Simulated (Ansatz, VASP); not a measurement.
## One calculation of MoSe, two programs

File INCAR:

```
SYSTEM = MoSe
PREC = Accurate ; ENCUT = 520
EDIFF = 1E-7 ; ISMEAR = 0
SIGMA = 0.1 ; LREAL = .False.
LASPH = .True. ; NELM = 150
ALGO = Normal ; ISIF = 2
LWAVE = .False. ; LCHARG = .False.
ISPIN = 2 ; MAGMOM = 0.5 0
LORBIT = 11 ; LMAXMIX = 4
GGA = PE ; NBANDS = 21
```

KPOINTS

```
Automatic mesh
0
Gamma
  12 12 12
  0 0 0
```

File POSCAR:

```
MoSe
1.0
    0.0000000000      2.8392909707      2.8392909707
    2.8392909707      0.0000000000      2.8392909707
    2.8392909707      2.8392909707      0.0000000000
Mo Se
1 1
Direct
    0.0000000000      0.0000000000      0.0000000000
    0.2500000000      0.2500000000      0.2500000000
```

Input for Ansatz:

```yaml
crystal:
  lattice:
    - [0.0, 2.8392909712, 2.8392909712]
    - [2.8392909712, 0.0, 2.8392909712]
    - [2.8392909712, 2.8392909712, 0.0]
  atoms:
    - { symbol: Mo, position: [0.0, 0.0, 0.0], spin: 0.5 }
    - { symbol: Se, position: [0.25, 0.25, 0.25] }
basis:
  ecutwfc: 420
kpoints:
  mp_grid: { grid: [12, 12, 12] }
hamiltonian:
  xc: pbe
scf:
  occupations: { method: gaussian, width: 0.1 }
  lower_state_search: "off"
output:
  forces: true
  stress: true
  eigenvalues: true
  populations: true
  write_density: true
  write_potential: true
  elf: true
  volumetric_format: npy
magnetization:
  spin_polarized: true
```

Alike in both runs: task single point; functional PBE; k mesh 12 × 12 × 12; occupations gaussian, width 0.1 eV; collinear spin.

|  | VASP | Ansatz |
| --- | --- | --- |
| version | VASP 6.6.1 | Ansatz 0.2.0 |
| potentials or method | VASP PAW PBE potentials, release 64 (Mo_sv, Se), cutoff 520 eV | scalar-relativistic, plane waves, PAW |
| valence electrons in the cell | 20 | 30 |

```tsv
	VASP	Ansatz	Ansatz less VASP
gap on the k mesh at the Fermi level (eV)	none	none	-
pressure (GPa)	-1.4	0.0	+1.43
net moment per atom (μB)	0.11	0.58	+0.471
size of the moment on the site where the two differ most (μB)	0.20	0.82	+0.614
```

The net moments are unlike, so the other rows may belong to different states. Site moments also hang on the region over which each program counts them. A gap of «none» marks a metal or a gap that the smearing closes. VASP's potentials hold 20 valence electrons a cell and Ansatz's 30, so a difference there can come from the potentials and not from the codes.
